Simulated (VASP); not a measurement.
# Ga (C2/c) in VASP: a series of runs, part 2 of 3

VASP 6.6.1. The steps go on from the part before.

## Step 4: Single point, LDA (engineering shear strain xz -0.2250, normal strain along z +0.0000)

INCAR

```
PREC = Accurate ; ENCUT = 520
EDIFF = 1E-7 ; ISMEAR = 0
SIGMA = 0.15 ; LREAL = False
LASPH = True ; NELM = 100
ALGO = Fast ; ISIF = 2
LWAVE = False ; LCHARG = False
GGA = CA ; NBANDS = 34
```

KPOINTS

```
regular mesh
0
Gamma
  10 10 10
```

POSCAR

```
Ga
1.0
    2.2085777266     -3.7454996903     -0.2484649942
    2.2085777266      3.7454996903     -0.2484649942
   -0.4993956970      0.0000000000      4.4390728619
Ga
4
Direct
    0.1560190462      0.8439809538      0.0845038705
    0.6560190462      0.3439809538      0.4154961295
    0.8439809538      0.1560190462      0.9154961295
    0.3439809538      0.6560190462      0.5845038705
```

Potentials or basis: VASP PAW LDA potentials, release 64 (Ga_d).

On the command line:

```console
> cat potpaw_LDA.64/Ga_d/POTCAR > POTCAR
> mpirun -np 1 vasp_std > vasp.out
```

OUTCAR:

```text
PREC = Accurate
   ENCUT = 520
   EDIFF = 1E-7
   ISMEAR = 0
   LREAL = False
   LASPH = True
   NELM = 100
   ISIF = 2
   GGA = CA

 ion  position               nearest neighbor table
   1  0.156  0.844  0.085-   2 2.38   3 2.46   3 2.60   4 2.64   4 2.64   3 2.87
   2  0.656  0.344  0.415-   1 2.38   4 2.46   4 2.60   3 2.64   3 2.64   4 2.87
   3  0.844  0.156  0.915-   4 2.38   1 2.46   1 2.60   2 2.64   2 2.64   1 2.87
   4  0.344  0.656  0.585-   3 2.38   2 2.46   2 2.60   1 2.64   1 2.64   2 2.87

  LATTYP: Found a base centered monoclinic cell.
 ALAT       =     4.4450198775
 B/A-ratio  =     1.6852566664
 C/A-ratio  =     1.0049618830
 COS(beta)  =    -0.2221879340

  Lattice vectors:

 A1 = (   2.2085777266,  -3.7454996903,  -0.2484649942)
 A2 = (   2.2085777266,   3.7454996903,  -0.2484649942)
 A3 = (  -0.4993956970,   0.0000000000,   4.4390728619)

Analysis of symmetry for initial positions (statically):
=====================================================================
 Subroutine PRICEL returns:
 Original cell was already a primitive cell.

 Routine SETGRP: Setting up the symmetry group for a
 base centered monoclinic supercell.

 Subroutine GETGRP returns: Found  4 space group operations
 (whereof  2 operations were pure point group operations)
 out of a pool of  4 trial point group operations.

The static configuration has the point symmetry S_2 .
 The point group associated with its full space group is C_2h.

Analysis of symmetry for dynamics (positions and initial velocities):
=====================================================================
 Subroutine PRICEL returns:
 Original cell was already a primitive cell.

 Routine SETGRP: Setting up the symmetry group for a
 base centered monoclinic supercell.

 Subroutine GETGRP returns: Found  4 space group operations
 (whereof  2 operations were pure point group operations)
 out of a pool of  4 trial point group operations.

The dynamic configuration has the point symmetry S_2 .
[... 119 lines left out ...]
   ISMEAR =     0;   SIGMA  =   0.15  broadening in eV -4-tet -1-fermi 0-gaus
   EFERMI_NEDOS =   21; number of points for ismear=-14 and -15
   IALGO  =     68    algorithm
   IMIX   =      4    mixing-type and parameters
     AMIX     =   0.40;   BMIX     =  1.00
     AMIX_MAG =   1.60;   BMIX_MAG =  1.00
  volume/ion in A,a.u.               =      18.13       122.33
  Fermi-wavevector in a.u.,A,eV,Ry     =   1.465339  2.769090 29.214698  2.147220
  Thomas-Fermi vector in A             =   2.581208
   LORBIT       =      0    0 simple, 1 ext, 2 COOP (PROOUT), +10 PAW based schemes
   GGA     = CA    functional components
   LHFCALC =     F    Hartree Fock is set to
   AEXX    =    0.0000 exact exchange contribution
   IVDW    =     0    specifies the selected vdW correction
   LEPSILON=     F    determine dielectric tensor
   LRPA    =     F    only Hartree local field effects (RPA)
 non-spin polarized calculation
 RMM-DIIS sequential band-by-band and
 Gauss-broadening in eV      SIGMA  =   0.15
  energy-cutoff  :      520.00
  volume of cell :       72.51
 maximum number of plane-waves:      1974
   NGX = 17   NGY = 17   NGZ = 17

 number of electron      51.9999979 magnetization

 Free energy of the ion-electron system (eV)
  ---------------------------------------------------
  ext. energy  EPLUGINS =         0.00000000
  ---------------------------------------------------
  free energy    TOTEN  =       -13.92842800 eV

  energy without entropy =      -13.91260655  energy(sigma->0) =      -13.92051727

 E-fermi :   5.5079     XC(G=0): -11.3439

 val. band max:        5.4999036838   @ k =  -0.3000   0.2000   0.5000
 cond. band min:       5.5139005024   @ k =   0.2000   0.2000   0.3000
 fundamental gap:      0.0139968186
 Fermi energy:         5.5079177647

 k-point     1 :       0.0000    0.0000    0.0000
  band No.  band energies     occupation
      1      -9.9761      2.00000
      2      -9.9759      2.00000
      3      -9.8694      2.00000
      4      -9.8444      2.00000
      5      -9.7777      2.00000
      6      -9.7661      2.00000
[... 877 lines left out ...]
     33      12.0832      0.00000
     34      14.1673      0.00000

 [... further k-points ...]
[... 5 lines left out ...]
  --------------------------------------------------------------------------------------
  -------------------------------------------------------------------------------------
  Total        3.5501867      0.5114107      2.3907624      0.0000000      0.0000000      3.6751892
  in kB       78.4420013     11.2997093     52.8243184      0.0000000      0.0000000     81.2039549
  external PRESSURE =      47.5220097 kB  Pullay stress =       0.0000000 kB

 VOLUME and BASIS-vectors are now :
 -----------------------------------------------------------------------------
  energy-cutoff  :      520.00
  volume of cell :       72.51
      direct lattice vectors                 reciprocal lattice vectors
     2.208577727 -3.745499690 -0.248464994     0.229292017 -0.133493537  0.025795352
     2.208577727  3.745499690 -0.248464994     0.229292017  0.133493537  0.025795352
    -0.499395697  0.000000000  4.439072862     0.025667990  0.000000000  0.228159914

 POSITION                                       TOTAL-FORCE (eV/Angst)
 -----------------------------------------------------------------------------------
      2.16638      2.57676      0.12665        -0.637412     -0.007275     -0.429232
      2.00108     -1.16874      1.59595         0.637412     -0.007275      0.429232
      1.75138     -2.57676      3.81549         0.637412      0.007275      0.429232
      1.91668      1.16874      2.34619        -0.637412      0.007275     -0.429232
 -----------------------------------------------------------------------------------
    total drift:                                0.000000      0.000000      0.000000

  FREE ENERGIE OF THE ION-ELECTRON SYSTEM (eV)
  ---------------------------------------------------
  free  energy   TOTEN  =       -13.9284279959 eV

  energy  without entropy=      -13.9126065465  energy(sigma->0) =      -13.92051727
```

OSZICAR:

```text
N       E                     dE             d eps       ncg     rms          rms(c)
DAV:   1     0.361934178127E+03    0.36193E+03   -0.25435E+04 19854   0.296E+03
DAV:   2     0.313724079468E+02   -0.33056E+03   -0.32185E+03 19632   0.541E+02
DAV:   3    -0.127182910069E+02   -0.44091E+02   -0.43543E+02 21658   0.154E+02
DAV:   4    -0.141423922844E+02   -0.14241E+01   -0.14178E+01 22270   0.310E+01
DAV:   5    -0.141724421265E+02   -0.30050E-01   -0.30039E-01 24430   0.462E+00    0.284E+00
RMM:   6    -0.139854886753E+02    0.18695E+00   -0.25556E-01 24378   0.511E+00    0.146E+00
RMM:   7    -0.139311486117E+02    0.54340E-01   -0.97496E-02 26097   0.254E+00    0.305E-01
RMM:   8    -0.139281640434E+02    0.29846E-02   -0.15899E-02 26549   0.100E+00    0.585E-02
RMM:   9    -0.139284117139E+02   -0.24767E-03   -0.39856E-03 32113   0.454E-01    0.278E-02
RMM:  10    -0.139284219182E+02   -0.10204E-04   -0.28753E-04 30262   0.131E-01    0.901E-03
RMM:  11    -0.139284262370E+02   -0.43188E-05   -0.73195E-05 29588   0.671E-02    0.314E-03
RMM:  12    -0.139284275644E+02   -0.13274E-05   -0.18979E-05 29817   0.327E-02    0.138E-03
RMM:  13    -0.139284279379E+02   -0.37349E-06   -0.43909E-06 29250   0.155E-02    0.786E-04
RMM:  14    -0.139284279733E+02   -0.35432E-07   -0.10422E-06 22514   0.858E-03    0.236E-04
RMM:  15    -0.139284279959E+02   -0.22550E-07   -0.28319E-07 15424   0.407E-03
   1 F= -.13928428E+02 E0= -.13920517E+02  d E =-.158214E-01
```

stdout:

```text
POSCAR found type information on POSCAR Ga
 POSCAR found :  1 types and       4 ions
 scaLAPACK will be used
 LDA part: xc-table for (Slater(with rela. corr.)+CA(PZ))
 , standard interpolation
 POSCAR, INCAR and KPOINTS ok, starting setup
 FFT: planning ... GRIDC
 FFT: planning ... GRID_SOFT
 FFT: planning ... GRID
 WAVECAR not read
 entering main loop
WARNING in EDDRMM: call to ZHEGV failed, returncode =   8  4     31
WARNING in EDDRMM: call to ZHEGV failed, returncode =   8  4     32
WARNING in EDDRMM: call to ZHEGV failed, returncode =   6  3     31
WARNING in EDDRMM: call to ZHEGV failed, returncode =   8  4     31
WARNING in EDDRMM: call to ZHEGV failed, returncode =   8  4     31
WARNING in EDDRMM: call to ZHEGV failed, returncode =   8  4     31
WARNING in EDDRMM: call to ZHEGV failed, returncode =   8  4     31
WARNING in EDDRMM: call to ZHEGV failed, returncode =   6  3     32
WARNING in EDDRMM: call to ZHEGV failed, returncode =   8  4     29
WARNING in EDDRMM: call to ZHEGV failed, returncode =   8  4     29
 num prob  num prob  num prob WARNING in EDDRMM: call to ZHEGV failed, returncode =   8  4     31
```

Wall time 15 min (1 thread of Oxide Virtual Turin-like, shared host); peak memory 0.49 GiB.

Results:

```
Free energy            : -13.9284 eV
Pressure               : 4.8 GPa
Largest force          : 0.768 eV/Å
Band gap on the k mesh : zero (bands 26 and 27 overlap by 1.85 eV)
```

Forces on the atoms (eV/Å):
```
Ga  -0.637 -0.007 -0.429
Ga   0.637 -0.007  0.429
Ga   0.637  0.007  0.429
Ga  -0.637  0.007 -0.429
```

Levels at points of the mesh, in eV from the Fermi level:
```tsv
k point	band 24	band 25	band 26	band 27	band 28	band 29
(0.00, 0.00, 0.00)	-1.92	-1.31	-0.96	0.66	1.11	1.21
(0.50, 0.00, 0.00)	-3.30	-2.36	-0.45	0.05	2.68	3.49
(0.50, 0.50, 0.00)	-3.57	-1.59	-1.51	0.74	1.30	1.47
(0.00, 0.00, 0.50)	-1.57	-0.17	-0.17	1.80	1.80	2.16
(0.50, 0.00, 0.50)	-5.83	-2.30	-1.01	-0.11	1.23	5.80
(0.50, 0.50, 0.50)	-5.82	-2.25	-2.25	0.55	0.55	7.28
```

Caveat: the cell differs from its parent crystal (engineering shear strain xz -0.2250, normal strain along z +0.0000); the stress differs along the axes, from 1 to 8 GPa.

## Step 5: Single point, LDA (engineering shear strain xz -0.3000, normal strain along z -0.0750)

INCAR

```
PREC     = Accurate       # precision mode
ENCUT    = 520            # plane-wave cutoff, eV
EDIFF    = 1E-7           # SCF threshold, eV
ISMEAR   = 0              # smearing method
SIGMA    = 0.15           # smearing width, eV
LREAL    = F              # projectors in reciprocal space
LASPH    = T              # aspherical terms in the spheres
NELM     = 100            # most SCF steps
ALGO     = Fast           # electronic algorithm
ISIF     = 2              # what is computed and relaxed
LWAVE    = F              # write WAVECAR
LCHARG   = F              # write CHGCAR
GGA      = CA             # functional
NBANDS   = 34             # bands
```

KPOINTS

```
Automatic mesh
0
Gamma
  10 10 10
```

POSCAR

```
Ga
1.0
    2.2085777266     -3.7454996903     -0.3312866590
    2.2085777266      3.7454996903     -0.3312866590
   -0.6658609293      0.0000000000      4.1061423973
Ga
4
Direct
    0.1560190462      0.8439809538      0.0845038705
    0.6560190462      0.3439809538      0.4154961295
    0.8439809538      0.1560190462      0.9154961295
    0.3439809538      0.6560190462      0.5845038705
```

Potentials or basis: VASP PAW LDA potentials, release 64 (Ga_d).

On the command line:

```console
> cat potpaw_LDA.64/Ga_d/POTCAR > POTCAR
> mpirun -np 1 vasp_std > vasp.out
```

OUTCAR:

```text
PREC = Accurate
   ENCUT = 520
   EDIFF = 1E-7
   ISMEAR = 0
   LREAL = F
   LASPH = T
   NELM = 100
   ISIF = 2
   GGA = CA

 ion  position               nearest neighbor table
   1  0.156  0.844  0.085-   2 2.24   3 2.44   4 2.51   4 2.51   3 2.55   3 2.90
   2  0.656  0.344  0.415-   1 2.24   4 2.44   3 2.51   3 2.51   4 2.55   4 2.90
   3  0.844  0.156  0.915-   4 2.24   1 2.44   2 2.51   2 2.51   1 2.55   1 2.90
   4  0.344  0.656  0.585-   3 2.24   2 2.44   1 2.51   1 2.51   2 2.55   2 2.90

  LATTYP: Found a base centered monoclinic cell.
 ALAT       =     4.4665720300
 B/A-ratio  =     1.6771249473
 C/A-ratio  =     0.9313139372
 COS(beta)  =    -0.3047278614

  Lattice vectors:

 A1 = (   2.2085777266,  -3.7454996903,  -0.3312866590)
 A2 = (   2.2085777266,   3.7454996903,  -0.3312866590)
 A3 = (  -0.6658609293,   0.0000000000,   4.1061423973)

Analysis of symmetry for initial positions (statically):
=====================================================================
 Subroutine PRICEL returns:
[... 171 lines left out ...]
  ---------------------------------------------------
  ext. energy  EPLUGINS =         0.00000000
  ---------------------------------------------------
  free energy    TOTEN  =       -13.11393956 eV

  energy without entropy =      -13.09844021  energy(sigma->0) =      -13.10618989

 E-fermi :   6.5422     XC(G=0): -11.8029

 val. band max:        6.5275531900   @ k =   0.1000   0.0000   0.3000
 cond. band min:       6.5433010924   @ k =  -0.4000   0.1000   0.5000
 fundamental gap:      0.0157479024
 Fermi energy:         6.5422302261

 k-point     1 :       0.0000    0.0000    0.0000
  band No.  band energies     occupation
      1      -9.4189      2.00000
      2      -9.3784      2.00000
      3      -9.2232      2.00000
      4      -9.1681      2.00000
      5      -9.1411      2.00000
      6      -9.1028      2.00000
[... 877 lines left out ...]
     33      13.2234      0.00000
     34      14.9011      0.00000

 [... further k-points ...]
[... 5 lines left out ...]
  --------------------------------------------------------------------------------------
  -------------------------------------------------------------------------------------
  Total       10.6301113      3.2089940      6.8216741      0.0000000      0.0000000      5.1266512
  in kB      256.9546369     77.5688857    164.8958088      0.0000000      0.0000000    123.9231431
  external PRESSURE =     166.4731105 kB  Pullay stress =       0.0000000 kB

 VOLUME and BASIS-vectors are now :
 -----------------------------------------------------------------------------
  energy-cutoff  :      520.00
  volume of cell :       66.28
      direct lattice vectors                 reciprocal lattice vectors
     2.208577727 -3.745499690 -0.331286659     0.232034113 -0.133493537  0.037627153
     2.208577727  3.745499690 -0.331286659     0.232034113  0.133493537  0.037627153
    -0.665860929  0.000000000  4.106142397     0.037441374  0.000000000  0.249609158

 POSITION                                       TOTAL-FORCE (eV/Angst)
 -----------------------------------------------------------------------------------
      2.15231      2.57676      0.01570        -1.561926      0.490878     -0.945066
      1.93192     -1.16874      1.37480         1.561926      0.490878      0.945066
      1.59898     -2.57676      3.42787         1.561926     -0.490878      0.945066
      1.81938      1.16874      2.06877        -1.561926     -0.490878     -0.945066
 -----------------------------------------------------------------------------------
    total drift:                                0.000000      0.000000      0.000000

  FREE ENERGIE OF THE ION-ELECTRON SYSTEM (eV)
  ---------------------------------------------------
  free  energy   TOTEN  =       -13.1139395601 eV

  energy  without entropy=      -13.0984402135  energy(sigma->0) =      -13.10618989
```

OSZICAR:

```text
N       E                     dE             d eps       ncg     rms          rms(c)
DAV:   1     0.362557777439E+03    0.36256E+03   -0.25379E+04 20114   0.305E+03
DAV:   2     0.316255812328E+02   -0.33093E+03   -0.32204E+03 19592   0.542E+02
DAV:   3    -0.120127097208E+02   -0.43638E+02   -0.43088E+02 21568   0.155E+02
DAV:   4    -0.133934860383E+02   -0.13808E+01   -0.13748E+01 22216   0.310E+01
DAV:   5    -0.134231743424E+02   -0.29688E-01   -0.29681E-01 24820   0.462E+00    0.317E+00
RMM:   6    -0.131863429935E+02    0.23683E+00   -0.28424E-01 24740   0.541E+00    0.159E+00
RMM:   7    -0.131171770028E+02    0.69166E-01   -0.12043E-01 26067   0.278E+00    0.319E-01
RMM:   8    -0.131138481801E+02    0.33288E-02   -0.21320E-02 28248   0.111E+00    0.825E-02
RMM:   9    -0.131139441617E+02   -0.95982E-04   -0.43516E-03 30744   0.447E-01    0.287E-02
RMM:  10    -0.131139328692E+02    0.11292E-04   -0.44841E-04 28083   0.180E-01    0.123E-02
RMM:  11    -0.131139369845E+02   -0.41152E-05   -0.11927E-04 30376   0.836E-02    0.353E-03
RMM:  12    -0.131139391250E+02   -0.21405E-05   -0.25176E-05 31047   0.352E-02    0.127E-03
RMM:  13    -0.131139394923E+02   -0.36739E-06   -0.47119E-06 27879   0.168E-02    0.112E-03
RMM:  14    -0.131139395283E+02   -0.35992E-07   -0.15133E-06 25244   0.984E-03    0.180E-04
RMM:  15    -0.131139395601E+02   -0.31740E-07   -0.38380E-07 15692   0.459E-03
   1 F= -.13113940E+02 E0= -.13106190E+02  d E =-.154993E-01
```

It took 17 min on 1 thread of Oxide Virtual Turin-like, shared host; peak memory 0.45 GiB.

What came out:

```
Free energy            : -13.1139 eV
Pressure               : 16.6 GPa
Largest force          : 1.890 eV/Å
Band gap on the k mesh : zero (bands 26 and 27 overlap by 2.89 eV)
```

Forces on the atoms (eV/Å):
```
Ga  -1.562  0.491 -0.945
Ga   1.562  0.491  0.945
Ga   1.562 -0.491  0.945
Ga  -1.562 -0.491 -0.945
```

Stress tensor (GPa, compression positive):
```
25.70  0.00 12.39
 0.00  7.76  0.00
12.39  0.00 16.49
```

Levels at points of the mesh, in eV from the Fermi level:
```
           k point  band 24  band 25  band 26  band 27  band 28  band 29
(0.00, 0.00, 0.00)    -2.69    -1.75    -1.72    -0.10     0.81     0.89
(0.50, 0.00, 0.00)    -3.85    -2.59    -0.55     1.43     3.49     3.90
(0.50, 0.50, 0.00)    -3.85    -1.24    -0.51     0.03     1.71     1.73
(0.00, 0.00, 0.50)    -2.69    -0.76    -0.76     1.79     1.79     2.31
(0.50, 0.00, 0.50)    -5.90    -3.11    -1.00    -0.74     1.42     5.28
(0.50, 0.50, 0.50)    -6.40    -3.10    -3.10     1.30     1.30     6.73
```

Caveat: the cell differs from its parent crystal (engineering shear strain xz -0.3000, normal strain along z -0.0750); the stress differs along the axes, from 8 to 26 GPa; forces of over 1 eV/Å act on the atoms, so gaps and moduli don't describe the material at rest.

[end of part 2 of 3]
